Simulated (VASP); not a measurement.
Set up this calculation in VASP 6.6.1, as the native input.

| Item | Value |
| --- | --- |
| Task | single point |
| Functional | PBE |
| Potentials or basis | VASP PAW PBE potentials, release 64 (K_sv, I) |
| Cutoff | 520 eV |
| k mesh | 4 × 4 × 4 |
| Occupations | gaussian, width 0.01 eV |
| Spin | no spin polarisation |
| Dipole correction | no |
| Further INCAR settings | ALGO = Normal; EDIFF = 1e-06; NBANDS = 15 |

The structure of KI lies in POSCAR:

```
KI
1.0
    0.0000000000      3.5442852436      3.4733995387
    3.5442852436      0.0000000000      3.4733995387
    3.5442852436      3.5442852436      0.0000000000
K I
1 1
Direct
    0.0000000000      0.0000000000      0.0000000000
    0.5000000000      0.5000000000      0.5000000000
```

This cell differs from its parent crystal: uniaxial z strain -2.0%.

These files were run (other wordings do the same):

INCAR

```
PREC     = Accurate       # precision mode
ENCUT    = 520            # plane-wave cutoff, eV
EDIFF    = 1E-6           # SCF threshold, eV
ISMEAR   = 0              # smearing method
SIGMA    = 0.01           # smearing width, eV
LREAL    = False          # projectors in reciprocal space
LASPH    = True           # aspherical terms in the spheres
NELM     = 60             # most SCF steps
ALGO     = Normal         # electronic algorithm
ISIF     = 2              # what is computed and relaxed
LWAVE    = False          # write WAVECAR
LCHARG   = False          # write CHGCAR
GGA      = PE             # functional
NBANDS   = 15             # bands
```

KPOINTS

```
regular mesh
0
Gamma
  4 4 4
```

Potentials or basis: VASP PAW PBE potentials, release 64 (K_sv, I).

Launch:

```bash
$ cat potpaw_PBE.64/K_sv/POTCAR potpaw_PBE.64/I/POTCAR > POTCAR
$ mpirun -np 1 vasp_std > vasp.out
```

It gave:

The pressure is 0.8 GPa and the band gap on the k mesh is 3.98 eV, direct.

Caveat: the cell differs from its parent crystal (uniaxial z strain -2.0%); spin-orbit coupling is left out, which moves the levels of the heavy elements.

Run time: 17 s on 1 thread of Intel(R) Xeon(R) Platinum 8259CL CPU @ 2.50GHz (Skylake/Cascade Lake) (shared host), peak memory 0.23 GiB.
